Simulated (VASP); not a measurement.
# W8C8Br in VASP: a series of runs, part 2 of 2

VASP 6.6.1. The steps go on from the part before.

## 3. Single point, PBEsol

Contents of INCAR:

```
SYSTEM = W8C8Br
  PREC = Accurate
  ENCUT = 520
  EDIFF = 1E-6
  ISMEAR = 0
  SIGMA = 0.1
  LREAL = Auto
  LASPH = .True.
  NELM = 60
  ALGO = Normal
  ISIF = 2
  LWAVE = .False.
  LCHARG = .True.
  GGA = PS
  LELF = .True.
  LVHAR = .True.
  NBANDS = 90
```

Contents of KPOINTS:

```
regular mesh
0
Gamma
  3 3 1
  0 0 0
```

Contents of POSCAR:

```
W8C8Br
1.0
    5.7986000000      0.0000000000      0.0000000000
   -2.8993000000      5.0217350000      0.0000000000
    0.0000000000      0.0000000000     16.2471000000
W C Br
8 8 1
Direct
    0.0000000000      0.0000000000      0.0615494457
    0.0058210293      0.0025160627      0.2357668753
   -0.0000000498      0.4999999004      0.0615494457
    0.0042667900      0.4975636906      0.2328870383
    0.5000000000      0.0000000000      0.0615494457
    0.5035337503      0.0025443398      0.2354361701
    0.4999999502      0.4999999004      0.0615494457
    0.5057082558      0.5021101273      0.2380795342
    0.3355757828      0.1700957936      0.1426789396
    0.3372597816      0.1674192286      0.3052559534
    0.3361201055      0.6672189990      0.1419037859
    0.3364571554      0.6709993658      0.3045209299
    0.8331719350      0.1649186984      0.1404001945
    0.8406781423      0.1701332308      0.3022624345
    0.8339750984      0.6667709467      0.1433379495
    0.8575064594      0.6709967770      0.3123842409
    0.0022421307      0.6648084775      0.4196923143
```

Potentials or basis: VASP PAW PBE potentials, release 64 (W_sv, C, Br).

On the command line:

```
cat potpaw_PBE.64/W_sv/POTCAR potpaw_PBE.64/C/POTCAR potpaw_PBE.64/Br/POTCAR > POTCAR
mpirun -np 1 vasp_std > vasp.out
```

OUTCAR:

```text
SYSTEM = W8C8Br
   PREC = Accurate
   ENCUT = 520
   EDIFF = 1E-6
   ISMEAR = 0
   LREAL = Auto
   LASPH = .True.
   NELM = 60
   ISIF = 2
   GGA = PS

 ion  position               nearest neighbor table
   1  0.000  0.000  0.062-  13 2.10  15 2.14   9 2.14   2 2.83   7 2.90   3 2.90   5 2.90   5 2.90
                             3 2.90   7 2.90
   2  0.006  0.003  0.236-  14 1.99  10 2.01  16 2.08   9 2.24  15 2.26  13 2.29   1 2.83   4 2.88
                             6 2.89   8 2.90   8 2.90   6 2.91   4 2.92
   3  1.000  0.500  0.062-  13 2.11  11 2.13  15 2.14   4 2.78   5 2.90   1 2.90   7 2.90   7 2.90
                             5 2.90   1 2.90
   4  0.004  0.498  0.233-  14 1.99  12 2.03  16 2.06  11 2.23  15 2.24  13 2.25   3 2.78   2 2.88
                             6 2.89   8 2.90   8 2.91   6 2.91   2 2.92
   5  0.500  0.000  0.062-  13 2.11  11 2.12   9 2.14   6 2.83   7 2.90   3 2.90   1 2.90   1 2.90
                             7 2.90   3 2.90
   6  0.504  0.003  0.235-  12 2.01  14 2.01  10 2.01   9 2.26  13 2.26  11 2.27   5 2.83   2 2.89
                             4 2.89   8 2.89   8 2.91   4 2.91   2 2.91
   7  0.500  0.500  0.062-  11 2.11   9 2.12  15 2.14   8 2.87   1 2.90   5 2.90   3 2.90   3 2.90
                             1 2.90   5 2.90
   8  0.506  0.502  0.238-  10 2.00  12 2.01  16 2.14  15 2.26   9 2.28  11 2.29   7 2.87   6 2.89
                             4 2.90   2 2.90   2 2.90   4 2.91   6 2.91
   9  0.336  0.170  0.143-   7 2.12   5 2.14   1 2.14   2 2.24   6 2.26   8 2.28
  10  0.337  0.167  0.305-   8 2.00   2 2.01   6 2.01
  11  0.336  0.667  0.142-   7 2.11   5 2.12   3 2.13   4 2.23   6 2.27   8 2.29
  12  0.336  0.671  0.305-   6 2.01   8 2.01   4 2.03
  13  0.833  0.165  0.140-   1 2.10   5 2.11   3 2.11   4 2.25   6 2.26   2 2.29
  14  0.841  0.170  0.302-   2 1.99   4 1.99   6 2.01
  15  0.834  0.667  0.143-   3 2.14   1 2.14   7 2.14   4 2.24   8 2.26   2 2.26
  16  0.858  0.671  0.312-  17 1.94   4 2.06   2 2.08   8 2.14
  17  0.002  0.665  0.420-  16 1.94

  LATTYP: Found a hexagonal cell.
 ALAT       =     5.7986000000
 C/A-ratio  =     2.8019004587

  Lattice vectors:

 A1 = (   5.7986000000,   0.0000000000,   0.0000000000)
 A2 = (  -2.8993000000,   5.0217350000,   0.0000000000)
 A3 = (   0.0000000000,   0.0000000000,  16.2471000000)

Analysis of symmetry for initial positions (statically):
=====================================================================
 Subroutine PRICEL returns:
 Original cell was already a primitive cell.

 Routine SETGRP: Setting up the symmetry group for a
 hexagonal supercell.

 Subroutine GETGRP returns: Found  1 space group operations
 (whereof  1 operations were pure point group operations)
 out of a pool of 24 trial point group operations.

The static configuration has the point symmetry C_1 .

Analysis of symmetry for dynamics (positions and initial velocities):
=====================================================================
 Subroutine PRICEL returns:
 Original cell was already a primitive cell.

 Routine SETGRP: Setting up the symmetry group for a
 hexagonal supercell.

 Subroutine GETGRP returns: Found  1 space group operations
 (whereof  1 operations were pure point group operations)
 out of a pool of 24 trial point group operations.

The dynamic configuration has the point symmetry C_1 .

 Subroutine INISYM returns: Found  1 space group operations
 (whereof  1 operations are pure point group operations),
 and found     1 'primitive' translations

[... 81 lines left out ...]
  0.000000  0.000000  0.000000      1.000000
  0.333333 -0.000000  0.000000      2.000000
  0.000000  0.333333  0.000000      2.000000
 -0.333333  0.333333  0.000000      2.000000
  0.333333  0.333333  0.000000      2.000000
   k-points           NKPTS =      5   k-points in BZ     NKDIM =      5   number of bands    NBANDS=     90
   number of dos      NEDOS =    301   number of ions     NIONS =     17
   total plane-waves  NPLWV = 290304
   dimension x,y,z NGX =    48 NGY =   48 NGZ =  126
   dimension x,y,z NGXF=    96 NGYF=   96 NGZF=  252
   ions per type =               8   8   1
   NGX,Y,Z   is equivalent  to a cutoff of  13.76, 13.76, 12.89 a.u.
   NGXF,Y,Z  is equivalent  to a cutoff of  27.52, 27.52, 25.79 a.u.
 SYSTEM =  W8C8Br
   PREC   = accura    normal or accurate (medium, high low for compatibility)
   ISTART =      0    job   : 0-new  1-cont  2-samecut
   ICHARG =      2    charge: 1-file 2-atom 10-const
   ISPIN  =      1    spin polarized calculation?
   LNONCOLLINEAR =      F non collinear calculations
   LSORBIT =      F    spin-orbit coupling
   LASPH  =      T    aspherical Exc in radial PAW
   ENCUT  =  520.0 eV  38.22 Ry    6.18 a.u.  10.78 10.78 30.21*2*pi/ulx,y,z
   NELM   =     60;   NELMIN=  2; NELMDL= -5     # of ELM steps
   EDIFF  = 0.1E-05   stopping-criterion for ELM
   LREAL  =      T    real-space projection
   EDIFFG = 0.1E-04   stopping-criterion for IOM
   NSW    =      0    number of steps for IOM
[... 5 lines left out ...]
   TEBEG  =    0.0;   TEEND  =   0.0 temperature during run
   PSTRESS=    0.0 pullay stress
   NELECT =     151.0000    total number of electrons
   NUPDOWN=      -1.0000    fix difference up-down
   EMIN   =  10.00;   EMAX   =-10.00  energy-range for DOS
   EFERMI =   0.00;   METHOD = LEGACY
   ISMEAR =     0;   SIGMA  =   0.10  broadening in eV -4-tet -1-fermi 0-gaus
   EFERMI_NEDOS =   21; number of points for ismear=-14 and -15
   IALGO  =     38    algorithm
   IMIX   =      4    mixing-type and parameters
     AMIX     =   0.40;   BMIX     =  1.00
     AMIX_MAG =   1.60;   BMIX_MAG =  1.00
  volume/ion in A,a.u.               =      27.83       187.80
  Fermi-wavevector in a.u.,A,eV,Ry     =   1.118793  2.114211 17.030367  1.251697
  Thomas-Fermi vector in A             =   2.255426
   LORBIT       =      0    0 simple, 1 ext, 2 COOP (PROOUT), +10 PAW based schemes
   GGA     = PS    functional components
   LHFCALC =     F    Hartree Fock is set to
   AEXX    =    0.0000 exact exchange contribution
   IVDW    =     0    specifies the selected vdW correction
   LEPSILON=     F    determine dielectric tensor
   LRPA    =     F    only Hartree local field effects (RPA)
 non-spin polarized calculation
 Gauss-broadening in eV      SIGMA  =   0.10
  energy-cutoff  :      520.00
  volume of cell :      473.10
 maximum number of plane-waves:     12753
 NGX is ok and might be reduce to    48
   NGX = 21   NGY = 21   NGZ = 61

 number of electron     150.9999990 magnetization

 Free energy of the ion-electron system (eV)
  ---------------------------------------------------
  ext. energy  EPLUGINS =         0.00000000
  ---------------------------------------------------
  free energy    TOTEN  =      -175.16264162 eV

  energy without entropy =     -175.15036976  energy(sigma->0) =     -175.15650569

 E-fermi :   0.7802     XC(G=0):  -6.6166

 val. band max:        0.7197732191   @ k =  -0.3333   0.3333   0.0000
 cond. band min:       1.0297524058   @ k =   0.0000   0.0000   0.0000
 fundamental gap:      0.3099791866
 Fermi energy:         0.7801878246

 k-point     1 :       0.0000    0.0000    0.0000
  band No.  band energies     occupation
      1     -73.0632      2.00000
      2     -73.0366      2.00000
      3     -73.0104      2.00000
      4     -72.9977      2.00000
      5     -72.9923      2.00000
      6     -72.9516      2.00000
[... 439 lines left out ...]
     86       3.2428      0.00000
     87       3.3594      0.00000
 [bands above 87 left out]

------------------------ aborting loop because EDIFF is reached ----------------------------------------

  FORCE on cell =-STRESS in cart. coord.  units (eV):
  Direction    XX          YY          ZZ          XY          YZ          ZX
  --------------------------------------------------------------------------------------
  -------------------------------------------------------------------------------------
  Total        0.3771418      1.7177937      1.8817411     -0.4619762     -0.5517151     -3.7086563
  in kB        1.2772105      5.8173981      6.3726148     -1.5645066     -1.8684122    -12.5595585
  external PRESSURE =       4.4890745 kB  Pullay stress =       0.0000000 kB

 VOLUME and BASIS-vectors are now :
 -----------------------------------------------------------------------------
  energy-cutoff  :      520.00
  volume of cell :      473.10
      direct lattice vectors                 reciprocal lattice vectors
     5.798600000  0.000000000  0.000000000     0.172455420  0.099567181  0.000000000
    -2.899300000  5.021735000  0.000000000     0.000000000  0.199134363  0.000000000
     0.000000000  0.000000000 16.247100000     0.000000000  0.000000000  0.061549446

 POSITION                                       TOTAL-FORCE (eV/Angst)
 -----------------------------------------------------------------------------------
      0.00000      0.00000      1.00000         0.167630     -0.130031     -0.050640
      0.02646      0.01264      3.83053         0.039870     -0.020576     -0.035863
      4.34895      2.51087      1.00000         0.000459      0.093750     -0.322798
     -1.41784      2.49863      3.78374         0.060742      0.028630      0.049199
      2.89930      0.00000      1.00000        -0.034040      0.016700     -0.215378
      2.91241      0.01278      3.82515         0.045359     -0.007081     -0.051100
[... 9 lines left out ...]
      3.02692      3.36957      5.07534         0.030975     -0.022982      0.132731
     -1.91448      3.33849      6.81878        -1.035017     -0.030200      0.253297
 -----------------------------------------------------------------------------------
    total drift:                                0.012016      0.022645     -0.015043

  FREE ENERGIE OF THE ION-ELECTRON SYSTEM (eV)
  ---------------------------------------------------
  free  energy   TOTEN  =      -175.1626416165 eV

  energy  without entropy=     -175.1503697650  energy(sigma->0) =     -175.15650569
```

Run time: 8.8 min. Hardware: 1 thread of Intel Xeon Platinum 8488C (Sapphire Rapids), shared host; peak memory 0.67 GiB.

What came out:

- Free energy: -175.1626 eV
- Largest force: 1.066 eV/Å
- Band gap on the k mesh: zero (an odd number of electrons rules out a gap without spin polarisation)

Forces in eV/Å, atoms in the order of the input:
```
W    0.168 -0.130 -0.051
W    0.040 -0.021 -0.036
W    0.000  0.094 -0.323
W    0.061  0.029  0.049
W   -0.034  0.017 -0.215
W    0.045 -0.007 -0.051
W    0.212  0.118  0.230
W    0.079  0.012 -0.068
C    0.010 -0.004 -0.020
C    0.039 -0.009  0.069
C    0.012  0.007 -0.043
C    0.255 -0.027 -0.116
C    0.005  0.027  0.027
C    0.079 -0.053  0.139
C    0.033  0.000  0.021
C    0.031 -0.023  0.133
Br  -1.035 -0.030  0.253
```

Caveat: the k points lie up to 0.42 Å⁻¹ apart, too coarse for converged energies and pressures of a metal; there is no dipole correction, which matters where the two faces differ; the PAW data sets were made with another functional, which shifts forces and pressure a little; spin-orbit coupling is left out, which moves the levels of the heavy elements; an odd number of electrons without spin polarisation forces a metal; a magnetic or distorted state may lie lower.

The gap in the log of VASP goes by the Fermi energy; the results here count the filled bands.